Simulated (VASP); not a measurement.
# TaN in VASP: relaxation of the atoms with PBEsol

Aim: the relaxation of the atoms of TaN with PBEsol.

Program: VASP 6.6.1. These are calculated values, not measurements. Logs are shortened: lines on timing, memory, paths and dates and some standing lists are left out, and cuts for length are marked.

## (1) The cell of the first run

The cell holds a slab with vacuum, 8 atoms: a = 2.924 Å, b = 2.924 Å, c = 25.048 Å, α = 90.00°, β = 90.00°, γ = 120.00°.

## (2) Relaxation of the atoms, PBEsol

Contents of INCAR:

```
SYSTEM = TaN
ALGO = Normal
DIPOL = 0.5 0.5 0.500
EDIFF = 1E-6
EDIFFG = -0.02
ENCUT = 520
GGA = PS
IBRION = 2
IDIPOL = 3
ISIF = 2
ISMEAR = 0
LASPH = .TRUE.
LCHARG = .FALSE.
LDIPOL = .TRUE.
LREAL = .FALSE.
LWAVE = .FALSE.
NELM = 60
NSW = 80
PREC = Accurate
SIGMA = 0.1
```

Contents of KPOINTS:

```
k-points
0
G
  12 12 1
  0 0 0
```

Contents of POSCAR:

```
TaN
1.0
    2.9239890448      0.0000000000      0.0000000000
   -1.4619945224      2.5322487932      0.0000000000
    0.0000000000      0.0000000000     25.0475467489
Ta N
4 4
Direct
    0.3333333333      0.6666666667      0.2994305221
    0.3333333333      0.6666666667      0.4140416523
    0.3333333333      0.6666666667      0.5286527826
    0.3333333333      0.6666666667      0.6432639128
    0.0000000000      0.0000000000      0.3567360872
    0.0000000000      0.0000000000      0.4713472174
    0.0000000000      0.0000000000      0.5859583477
    0.0000000000      0.0000000000      0.7005694779
```

Potentials or basis: VASP PAW PBE potentials, release 64 (Ta_pv, N).

On the command line:

```bash
cat potpaw_PBE.64/Ta_pv/POTCAR potpaw_PBE.64/N/POTCAR > POTCAR
mpirun -np 1 vasp_std > vasp.out
```

OUTCAR:

```text
SYSTEM = TaN
   EDIFF = 1E-6
   EDIFFG = -0.02
   ENCUT = 520
   GGA = PS
   IBRION = 2
   ISIF = 2
   ISMEAR = 0
   LASPH = .TRUE.
   LREAL = .FALSE.
   NELM = 60
   NSW = 80
   PREC = Accurate

 ion  position               nearest neighbor table
   1  0.333  0.667  0.299-   5 2.22   5 2.22   5 2.22   2 2.87
   2  0.333  0.667  0.414-   5 2.22   6 2.22   5 2.22   6 2.22   5 2.22   6 2.22   1 2.87   3 2.87

   3  0.333  0.667  0.529-   7 2.22   7 2.22   7 2.22   6 2.22   6 2.22   6 2.22   4 2.87   2 2.87

   4  0.333  0.667  0.643-   8 2.22   7 2.22   8 2.22   7 2.22   8 2.22   7 2.22   3 2.87
   5  0.000  0.000  0.357-   1 2.22   2 2.22   1 2.22   2 2.22   1 2.22   2 2.22
   6  0.000  0.000  0.471-   2 2.22   2 2.22   2 2.22   3 2.22   3 2.22   3 2.22
   7  0.000  0.000  0.586-   3 2.22   4 2.22   3 2.22   4 2.22   3 2.22   4 2.22
   8  0.000  0.000  0.701-   4 2.22   4 2.22   4 2.22

  LATTYP: Found a hexagonal cell.
 ALAT       =     2.9239890448
 C/A-ratio  =     8.5662245532

  Lattice vectors:

 A1 = (   2.9239890448,   0.0000000000,   0.0000000000)
 A2 = (  -1.4619945224,   2.5322487932,   0.0000000000)
 A3 = (   0.0000000000,   0.0000000000,  25.0475467489)

Analysis of symmetry for initial positions (statically):
=====================================================================
 Subroutine PRICEL returns:
 Original cell was already a primitive cell.

 Routine SETGRP: Setting up the symmetry group for a
 hexagonal supercell.

 Subroutine GETGRP returns: Found  6 space group operations
 (whereof  6 operations were pure point group operations)
 out of a pool of 24 trial point group operations.

The static configuration has the point symmetry C_3v.

Analysis of symmetry for dynamics (positions and initial velocities):
=====================================================================
 Subroutine PRICEL returns:
 Original cell was already a primitive cell.

 Routine SETGRP: Setting up the symmetry group for a
 hexagonal supercell.

 Subroutine GETGRP returns: Found  6 space group operations
 (whereof  6 operations were pure point group operations)
 out of a pool of 24 trial point group operations.

The dynamic configuration has the point symmetry C_3v.

 Subroutine INISYM returns: Found  6 space group operations
 (whereof  6 operations are pure point group operations),
 and found     1 'primitive' translations

----------------------------------------------------------------------------------------

                                     Primitive cell

  volume of cell :     185.4587

  direct lattice vectors                    reciprocal lattice vectors
     2.923989045  0.000000000  0.000000000     0.341998545  0.197452952  0.000000000
    -1.461994522  2.532248793  0.000000000     0.000000000  0.394905904  0.000000000
     0.000000000  0.000000000 25.047546749     0.000000000  0.000000000  0.039924070

  length of vectors
     2.923989045  2.923989045 25.047546749     0.394905904  0.394905904  0.039924070

  position of ions in fractional coordinates (direct lattice)
     0.333333333  0.666666667  0.299430522
     0.333333333  0.666666667  0.414041652
     0.333333333  0.666666667  0.528652783
     0.333333333  0.666666667  0.643263913
     0.000000000  0.000000000  0.356736087
     0.000000000  0.000000000  0.471347217
     0.000000000  0.000000000  0.585958348
     0.000000000  0.000000000  0.700569478

  ion indices of the primitive-cell ions
   primitive index   ion index
                 1           1
                 2           2
                 3           3
                 4           4
                 5           5
                 6           6
                 7           7
                 8           8

----------------------------------------------------------------------------------------

 KPOINTS: k-points
[... 64 lines left out ...]
   EDIFFG = -.2E-01   stopping-criterion for IOM
   NSW    =     80    number of steps for IOM
   IBRION =      2    ionic relax: 0-MD 1-quasi-New 2-CG
   NFREE  =      1    steps in history (QN), initial steepest desc. (CG)
   ISIF   =      2    stress and relaxation
   ISYM   =      2    0-nonsym 1-usesym 2-fastsym
   POTIM  = 0.5000    time-step for ionic-motion
   TEBEG  =    0.0;   TEEND  =   0.0 temperature during run
   PSTRESS=    0.0 pullay stress
   NELECT =      64.0000    total number of electrons
   NUPDOWN=      -1.0000    fix difference up-down
   EMIN   =  10.00;   EMAX   =-10.00  energy-range for DOS
   EFERMI =   0.00;   METHOD = LEGACY
   ISMEAR =     0;   SIGMA  =   0.10  broadening in eV -4-tet -1-fermi 0-gaus
   EFERMI_NEDOS =   21; number of points for ismear=-14 and -15
   IALGO  =     38    algorithm
   IMIX   =      4    mixing-type and parameters
     AMIX     =   0.40;   BMIX     =  1.00
     AMIX_MAG =   1.60;   BMIX_MAG =  1.00
  volume/ion in A,a.u.               =      23.18       156.44
  Fermi-wavevector in a.u.,A,eV,Ry     =   1.148292  2.169957 17.940299  1.318575
  Thomas-Fermi vector in A             =   2.284968
   LORBIT       =      0    0 simple, 1 ext, 2 COOP (PROOUT), +10 PAW based schemes
   GGA     = PS    functional components
   LHFCALC =     F    Hartree Fock is set to
   AEXX    =    0.0000 exact exchange contribution
   IVDW    =     0    specifies the selected vdW correction
   LEPSILON=     F    determine dielectric tensor
   LRPA    =     F    only Hartree local field effects (RPA)
 conjugate gradient relaxation of ions
 non-spin polarized calculation
 Gauss-broadening in eV      SIGMA  =   0.10
  energy-cutoff  :      520.00
  volume of cell :      185.46
 maximum number of plane-waves:      5077
 NGX is ok and might be reduce to    24
   NGX = 11   NGY = 11   NGZ = 93

--------------------------------------- Ionic step        1  -------------------------------------------

 number of electron      64.0000006 magnetization

 Free energy of the ion-electron system (eV)
  ---------------------------------------------------
  ext. energy  EPLUGINS =         0.00000000
  ---------------------------------------------------
  free energy    TOTEN  =       -89.93726427 eV

  energy without entropy =      -89.90921421  energy(sigma->0) =      -89.92323924

------------------------ aborting loop because EDIFF is reached ----------------------------------------

  FORCE on cell =-STRESS in cart. coord.  units (eV):
  Direction    XX          YY          ZZ          XY          YZ          ZX
  --------------------------------------------------------------------------------------
  -------------------------------------------------------------------------------------
  Total       -1.3515906     -1.3515906     -7.4332549      0.0000000      0.0000000      0.0000000
  in kB      -11.6763860    -11.6763860    -64.2158597      0.0000000      0.0000000      0.0000000
  external PRESSURE =     -29.1895439 kB  Pullay stress =       0.0000000 kB
[... 31 lines left out ...]
 number of electron      64.0000008 magnetization

------------------------ aborting loop because EDIFF is reached ----------------------------------------

 vacuum level on the upper side and lower side of the slab       (xc-potential included)        -0.296        -0.124

  FORCE on cell =-STRESS in cart. coord.  units (eV):
  Direction    XX          YY          ZZ          XY          YZ          ZX
  --------------------------------------------------------------------------------------
  -------------------------------------------------------------------------------------
  Total        8.6058604      8.6058604     -1.3698500      0.0000000      0.0000000      0.0000000
  in kB       74.3459934     74.3459934    -11.8341287      0.0000000      0.0000000      0.0000000
  external PRESSURE =      45.6192860 kB  Pullay stress =       0.0000000 kB
[... 23 lines left out ...]
  FREE ENERGIE OF THE ION-ELECTRON SYSTEM (eV)
  ---------------------------------------------------
  free  energy   TOTEN  =       -90.3239372020 eV

  energy  without entropy=      -90.3067327936  energy(sigma->0) =      -90.31533500

 dipolmoment           0.000000      0.000000     -0.139874 electrons x Angstroem

--------------------------------------- Ionic step        3  -------------------------------------------

 number of electron      64.0000006 magnetization

------------------------ aborting loop because EDIFF is reached ----------------------------------------
[... 31 lines left out ...]
  FREE ENERGIE OF THE ION-ELECTRON SYSTEM (eV)
  ---------------------------------------------------
  free  energy   TOTEN  =       -91.2696279099 eV

  energy  without entropy=      -91.2544616418  energy(sigma->0) =      -91.26204478

[... ionic steps 4 to 15 ...]

--------------------------------------- Ionic step       16  -------------------------------------------

 number of electron      64.0000009 magnetization

------------------------ aborting loop because EDIFF is reached ----------------------------------------
[... 79 lines left out ...]
--------------------------------------- Ionic step       18  -------------------------------------------

 number of electron      64.0000009 magnetization

 dipolmoment           0.000000      0.000000      0.051965 electrons x Angstroem

 Free energy of the ion-electron system (eV)
  ---------------------------------------------------
  ext. energy  EPLUGINS =         0.00000000
  ---------------------------------------------------
  free energy    TOTEN  =       -91.35815575 eV

  energy without entropy =      -91.34168421  energy(sigma->0) =      -91.34991998

 E-fermi :   0.4883     XC(G=0):  -6.9814

 val. band max:        0.4554724989   @ k =   0.3333   0.1667   0.0000
 cond. band min:       0.5209988423   @ k =   0.0833   0.0000   0.0000
 fundamental gap:      0.0655263434
 Fermi energy:         0.4883112387

 k-point     1 :       0.0000    0.0000    0.0000
  band No.  band energies     occupation
      1     -34.7972      2.00000
      2     -34.5439      2.00000
      3     -34.2348      2.00000
      4     -34.0214      2.00000
      5     -33.8578      2.00000
      6     -33.8578      2.00000
[... 768 lines left out ...]
     37       3.9689      0.00000
     38       3.9882      0.00000

------------------------ aborting loop because EDIFF is reached ----------------------------------------

 vacuum level on the upper side and lower side of the slab       (xc-potential included)         0.598        -0.651

  FORCE on cell =-STRESS in cart. coord.  units (eV):
  Direction    XX          YY          ZZ          XY          YZ          ZX
  --------------------------------------------------------------------------------------
  -------------------------------------------------------------------------------------
  Total        1.9817984      1.9817984     -0.0995399      0.0000000      0.0000000      0.0000000
  in kB       17.1207486     17.1207486     -0.8599252      0.0000000      0.0000000      0.0000000
  external PRESSURE =      11.1271906 kB  Pullay stress =       0.0000000 kB
[... 23 lines left out ...]
  FREE ENERGIE OF THE ION-ELECTRON SYSTEM (eV)
  ---------------------------------------------------
  free  energy   TOTEN  =       -91.3581557488 eV

  energy  without entropy=      -91.3416842130  energy(sigma->0) =      -91.34991998

 reached required accuracy - stopping structural energy minimisation

 vacuum level on the upper side and lower side of the slab         6.926         5.652
```

Wall time 48 min (1 thread of Intel Xeon Platinum 8488C (Sapphire Rapids), shared host); peak memory 0.4 GiB.

What came out:

| Property | Result |
| --- | --- |
| Free energy | -91.3582 eV |
| Energy gained by relaxing | 177.6 meV/atom |
| Ionic steps | 18 |
| Largest force after relaxing | 0.016 eV/Å |
| Band gap on the k mesh | zero (bands 32 and 33 overlap by 0.91 eV) |

Forces on the atoms (eV/Å):
```
Ta   0.000  0.000 -0.004
Ta   0.000  0.000  0.007
Ta   0.000  0.000  0.016
Ta   0.000  0.000  0.000
N    0.000  0.000  0.002
N    0.000  0.000 -0.005
N    0.000  0.000 -0.011
N    0.000  0.000 -0.003
```

Step by step:
```
step  energy change (eV)  largest force (eV/Å)  pressure (GPa)
   1              0.0000                7.1288           -2.92
   2             -0.3867                7.6442            4.56
   3             -1.3324                0.9492           -0.62
   4             -1.3322                0.9422           -0.72
   5             -1.3886                0.3996           -0.22
   6             -1.3889                0.4961           -0.17
   7             -1.4067                0.3103            0.06
   8             -1.4067                0.3106            0.06
   9             -1.4132                0.2107            0.36
  10             -1.4137                0.3099            0.47
  11             -1.4183                0.1344            0.66
  12             -1.4186                0.1332            0.74
  13             -1.4203                0.0746            0.95
  14             -1.4205                0.1025            1.07
  15             -1.4206                0.0998            1.14
  16             -1.4209                0.0221            1.11
  17             -1.4209                0.0227            1.11
  18             -1.4209                0.0157            1.11
```

Final structure:
```yaml
crystal:
  lattice:
    - [2.92399, 0.00000, 0.00000]
    - [-1.46199, 2.53225, 0.00000]
    - [0.00000, 0.00000, 25.04755]
  atoms:
    - { symbol: Ta, position: [0.33333, 0.66667, 0.30068] }
    - { symbol: Ta, position: [0.33333, 0.66667, 0.41514] }
    - { symbol: Ta, position: [0.33333, 0.66667, 0.53012] }
    - { symbol: Ta, position: [0.33333, 0.66667, 0.64790] }
    - { symbol: N, position: [0.00000, 0.00000, 0.35867] }
    - { symbol: N, position: [0.00000, 0.00000, 0.47221] }
    - { symbol: N, position: [0.00000, 0.00000, 0.58535] }
    - { symbol: N, position: [0.00000, 0.00000, 0.68993] }
```

Caveat: the PAW data sets were made with another functional, which shifts forces and pressure a little; spin-orbit coupling is left out, which moves the levels of the heavy elements.

The gap in the log of VASP goes by the Fermi energy; the results here count the filled bands.